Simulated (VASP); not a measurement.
Write the native input for VASP 6.6.1 that does the following.

- Task: single point
- Functional: PBEsol
- Potentials or basis: VASP PAW PBE potentials, release 64 (Re)
- Cutoff: 520 eV
- k mesh: 18 × 18 × 10
- Occupations: gaussian, width 0.15 eV
- Spin: no spin polarisation
- Dipole correction: no
- Further INCAR settings: ALGO = Normal; EDIFF = 1e-07; NBANDS = 14

The structure of Re lies in POSCAR:

```
Re
1.0
    2.7502953086      0.0000000000      0.0000000000
   -1.3751476543      2.3818256051      0.0000000000
    0.0000000000      0.0000000000      4.7988000000
Re
2
Direct
    0.3333333333      0.6666666667      0.2500000000
    0.6666666667      0.3333333333      0.7500000000
```

The input as run:

INCAR

```
SYSTEM = Re
PREC = Accurate
ENCUT = 520
EDIFF = 1E-7
ISMEAR = 0
SIGMA = 0.15
LREAL = .FALSE.
LASPH = .TRUE.
NELM = 60
ALGO = Normal
ISIF = 2
LWAVE = .FALSE.
LCHARG = .TRUE.
GGA = PS
LELF = .TRUE.
LVHAR = .TRUE.
NBANDS = 14
```

KPOINTS

```
regular mesh
0
G
  18 18 10
  0 0 0
```

Potentials or basis: VASP PAW PBE potentials, release 64 (Re).

Command:

```console
$ cat potpaw_PBE.64/Re/POTCAR > POTCAR
$ mpirun -np 1 vasp_std > vasp.out
```

Results of the run:

- Pressure: -23.9 GPa
- Band gap on the k mesh: zero (bands 7 and 8 overlap by 2.68 eV)

Caveat: the cell stands under tension; the PAW data sets were made with another functional, which shifts forces and pressure a little; spin-orbit coupling is left out, which moves the levels of the heavy elements.

Run time: 41 s on 1 thread of Intel(R) Xeon(R) 6975P-C (Granite Rapids), on a shared host, peak memory 0.2 GiB.
